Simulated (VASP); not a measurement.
Wanted: the native input for a VASP 6.6.1 run.

```
Task                   : single point
Functional             : PBEsol
Potentials or basis    : VASP PAW PBE potentials, release 64 (Ir)
Cutoff                 : 500 eV
k mesh                 : 8 × 8 × 5
Occupations            : methfessel-paxton, width 0.1 eV
Spin                   : no spin polarisation
Dipole correction      : no
Further INCAR settings : ALGO = Normal; EDIFF = 1e-06; NBANDS = 16
```

The structure of Ir lies in POSCAR:

```
Ir
1.0
    2.7725536141      0.0015174624     -0.0104625041
   -1.3849640024      2.3868386236     -0.0124990985
   -0.0169616360     -0.0331944907      4.4518753785
Ir
2
Direct
    0.6806600000      0.3916000000      0.7404900000
    0.2836000000      0.6097500000      0.2056100000
```

One way to write it, as run:

INCAR

```
SYSTEM = Ir
ALGO     = Normal         ! electronic algorithm
EDIFF    = 1E-6           ! SCF threshold, eV
ENCUT    = 500            ! plane-wave cutoff, eV
GGA      = PS             ! functional
GGA_COMPAT= .False.      
ISIF     = 2              ! what is computed and relaxed
ISMEAR   = 1              ! smearing method
LASPH    = .True.         ! aspherical terms in the spheres
LCHARG   = .True.         ! write CHGCAR
LELF     = .True.         ! ELF
LREAL    = .False.        ! projectors in reciprocal space
LVHAR    = .True.       
LWAVE    = .False.        ! write WAVECAR
NBANDS   = 16             ! bands
NELM     = 120            ! most SCF steps
PREC     = Accurate       ! precision mode
SIGMA    = 0.1            ! smearing width, eV
```

KPOINTS

```
k-points
0
Gamma
  8 8 5
  0 0 0
```

Potentials or basis: VASP PAW PBE potentials, release 64 (Ir).

The run is started by

```sh
$ cat potpaw_PBE.64/Ir/POTCAR > POTCAR
$ mpirun -np 1 vasp_std > vasp.out
```

Results of the run:

```yaml
Pressure: -6.0 GPa
Largest_force: 2.407 eV/Å
Band_gap_on_the_k_mesh: zero (bands 9 and 10 overlap by 2.60 eV)
```

Caveat: the cell stands under tension; the PAW data sets were made with another functional, which shifts forces and pressure a little; spin-orbit coupling is left out, which moves the levels of the heavy elements.

It took 65 s on 1 thread of Intel Xeon 8259CL (shared host), peak memory 0.19 GiB.
